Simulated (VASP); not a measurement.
Input of a VASP 6.6.1 run:

The input INCAR:

```
PREC     = Accurate       # precision mode
ENCUT    = 520            # plane-wave cutoff, eV
EDIFF    = 1E-6           # SCF threshold, eV
ISMEAR   = 0              # smearing method
SIGMA    = 0.2            # smearing width, eV
LREAL    = F              # projectors in reciprocal space
LASPH    = T              # aspherical terms in the spheres
NELM     = 100            # most SCF steps
ALGO     = Normal         # electronic algorithm
ISIF     = 2              # what is computed and relaxed
LWAVE    = F              # write WAVECAR
LCHARG   = F              # write CHGCAR
GGA      = PE             # functional
NBANDS   = 28             # bands
```

Contents of KPOINTS:

```
regular mesh
0
Gamma
  6 6 1
```

The input POSCAR:

```
Mg5O
1.0
    3.1167141622      0.0000000000      0.0000000000
   -1.5583570811      2.6991536408      0.0000000000
    0.0000000000      0.0000000000     25.8498076838
Mg O
10 2
Direct
    0.0000000000      0.0000000000      0.0000000000
    0.6666666667      0.3333333333      0.9049930348
    0.3333333333      0.6666666667      0.0950069652
    0.3333333333      0.6666666667      0.8041071848
    0.0000000000      0.0000000000      0.7013624836
    0.6666666667      0.3333333333      0.1958928152
    0.0000000000      0.0000000000      0.2986375164
    0.0000000000      0.0000000000      0.5000000000
    0.6666666667      0.3333333333      0.6005116453
    0.3333333333      0.6666666667      0.3994883547
    0.6666666667      0.3333333333      0.0469134478
    0.3333333333      0.6666666667      0.9530865522
```

Potentials or basis: VASP PAW PBE potentials, release 64 (Mg, O).

Command:

```console
$ cat potpaw_PBE.64/Mg/POTCAR potpaw_PBE.64/O/POTCAR > POTCAR
$ mpirun -np 1 vasp_std > vasp.out
```

Predict the band gap on the k mesh.

zero (band 16 reaches 3.91 eV, above the bottom of band 17 at 2.27 eV).

What does it give for the pressure?

0.0 GPa.

Estimate the largest force.

0.037 eV/Å.

Stress tensor (GPa, compression positive):
```
-0.04  0.00  0.00
 0.00 -0.04  0.00
 0.00  0.00  0.17
```

Caveat: the k points lie up to 0.39 Å⁻¹ apart.
